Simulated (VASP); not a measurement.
A run of VASP 6.6.1 is set up as follows.

The input POSCAR:

```
H7ClO3
1.0
    3.7361195099     -5.0178371500      0.0000000000
    3.7361195099      5.0178371500      0.0000000000
   -3.6585804227      0.0000000000      5.5829077375
H Cl O
14 2 6
Direct
    0.1954194600      0.1795307400      0.5540582800
    0.3175565600      0.0769293000      0.3977762200
    0.1795307400      0.1954194600      0.0540582800
    0.0769293000      0.3175565600      0.8977762200
    0.8216019100      0.6896392800      0.7607533800
    0.5349842100      0.4656805200      0.6201953000
    0.4656805200      0.5349842100      0.1201953000
    0.6896392800      0.8216019100      0.2607533800
    0.4839083300      0.0509807500      0.7238724100
    0.5907815600      0.7892090100      0.7242719900
    0.4323963900      0.9333244300      0.8910193700
    0.0509807500      0.4839083300      0.2238724100
    0.7892090100      0.5907815600      0.2242719900
    0.9333244300      0.4323963900      0.3910193700
    0.8572990400      0.1789896000      0.5252312300
    0.1789896000      0.8572990400      0.0252312300
    0.3591176100      0.1903268200      0.5619995800
    0.1903268200      0.3591176100      0.0619995800
    0.6445645900      0.6366855500      0.6458723900
    0.6366855500      0.6445645900      0.1458723900
    0.5503601700      0.9780181500      0.8268518400
    0.9780181500      0.5503601700      0.3268518400
```

INCAR.step1

```
SYSTEM = H7ClO3
PREC = Accurate
ENCUT = 910
ISMEAR = -1
SIGMA = 0.02
LREAL = Auto
LASPH = .TRUE.
NELM = 120
NBANDS = 49
GGA = PE
ALGO = Normal
EDIFF = 1E-5
LWAVE = .TRUE.
LCHARG = .FALSE.
GGA_COMPAT = .FALSE.
```

The input INCAR.step2:

```
SYSTEM = H7ClO3
PREC = Accurate
ENCUT = 910
EDIFF = 1E-7
ISMEAR = -1
SIGMA = 0.02
LREAL = Auto
LASPH = .TRUE.
NELM = 120
ALGO = Normal
ISIF = 2
LWAVE = .FALSE.
LCHARG = .FALSE.
METAGGA = R2SCAN
LMIXTAU = .TRUE.
LEFG = .TRUE.
NBANDS = 49
ISTART = 1
GGA_COMPAT = .FALSE.
```

File KPOINTS:

```
Automatic mesh
0
G
  4 4 4
  0 0 0
```

Potentials or basis: VASP PAW PBE potentials, release 64 (H_h, Cl, O_h).

Launch:

```sh
$ cat potpaw_PBE.64/H_h/POTCAR potpaw_PBE.64/Cl/POTCAR potpaw_PBE.64/O_h/POTCAR > POTCAR
$ cp INCAR.step1 INCAR
$ mpirun -np 1 vasp_std > vasp.out
$ cp INCAR.step2 INCAR
$ mpirun -np 1 vasp_std > vasp.out
```

(1) What does it give for the band gap on the k mesh?

(2) Estimate the pressure.

Answers

(1) 5.90 eV.

(2) -0.1 GPa.

Caveat: without QUAD_EFG the Cq values of the log hold for a quadrupole moment of 1 mb, not for the nuclei; the PAW data sets were made with another functional, which shifts forces and pressure a little.
